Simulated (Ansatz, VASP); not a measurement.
# SnO: VASP beside Ansatz

The input INCAR:

```
SYSTEM = SnO
  PREC = Accurate
  ENCUT = 520
  EDIFF = 1E-7
  ISMEAR = 0
  SIGMA = 0.05
  LREAL = .FALSE.
  LASPH = .TRUE.
  NELM = 60
  ALGO = Normal
  ISIF = 2
  LWAVE = .FALSE.
  LCHARG = .FALSE.
  LDIPOL = .TRUE.
  IDIPOL = 3
  DIPOL = 0.5 0.5 0.399
  GGA = PE
  IVDW = 12
  NBANDS = 50
```

File KPOINTS:

```
regular mesh
0
G
  7 7 1
  0 0 0
```

Contents of POSCAR:

```
SnO
1.0
    3.8201528477      0.0002954339      0.0000000000
   -0.0003145169      3.8201528461      0.0000000000
    0.0000000000      0.0000000000     22.2260749922
Sn O
4 4
Direct
    0.9999452930      0.9999452930      0.2024648977
    0.4999452930      0.4999452930      0.3087831522
    0.6249452930      0.9999452930      0.4887519501
    0.1249452930      0.4999452930      0.5950702046
    0.9999461076      0.4999461076      0.2556240249
    0.4999461076      0.9999461076      0.2556240249
    0.6249461076      0.4999461076      0.5419110773
    0.1249461076      0.9999461076      0.5419110773
```

Input for Ansatz:

```yaml
crystal:
  lattice:
    - [3.8201528477, 0.0002954339, 0.0]
    - [-0.0003145169, 3.8201528461, 0.0]
    - [0.0, 0.0, 22.2260749922]
  atoms:
    - { symbol: Sn, position: [0.999945293, 0.999945293, 0.2024648977] }
    - { symbol: O, position: [0.9999461076, 0.4999461076, 0.2556240249] }
    - { symbol: O, position: [0.4999461076, 0.9999461076, 0.2556240249] }
    - { symbol: Sn, position: [0.499945293, 0.499945293, 0.3087831522] }
    - { symbol: Sn, position: [0.624945293, 0.999945293, 0.4887519501] }
    - { symbol: O, position: [0.6249461076, 0.4999461076, 0.5419110773] }
    - { symbol: O, position: [0.1249461076, 0.9999461076, 0.5419110773] }
    - { symbol: Sn, position: [0.124945293, 0.499945293, 0.5950702046] }
basis:
  ecutwfc: 420
kpoints:
  mp_grid: { grid: [7, 7, 1] }
hamiltonian:
  xc: pbe
  pseudopotentials: { kind: paw, azcp: { folder: soft_1 } }
  dispersion: d3bj
scf:
  occupations: { method: gaussian, width: 0.05 }
output:
  forces: true
  eigenvalues: true
efield:
  axis: 3
  dipole_correction: true
  ramp_width: 0.04
```

Alike in both runs: task single point; functional PBE; dispersion D3(BJ); k mesh 7 × 7 × 1; occupations gaussian, width 0.05 eV; no spin polarisation.

|  | VASP | Ansatz |
| --- | --- | --- |
| version | VASP 6.6.1 | Ansatz 0.2.0 |
| potentials or method | VASP PAW PBE potentials, release 64 (Sn_d, O), cutoff 520 eV | scalar-relativistic, plane waves, PAW |
| valence electrons in the cell | 80 | 80 |

Ansatz gave:

| Property | Result |
| --- | --- |
| gap on the k mesh at the Fermi level (eV) | 2.38 |
| least direct gap on the mesh (eV) | 2.57 |
| rms of the force components (eV/Å) | 0.014 |

**Question.** What did VASP give for the same quantities?

**Answer.** gap on the k mesh at the Fermi level (eV): 2.38; least direct gap on the mesh (eV): 2.53; rms of the force components (eV/Å): 0.046.

Ansatz's warnings: structure snapped to symmetry.
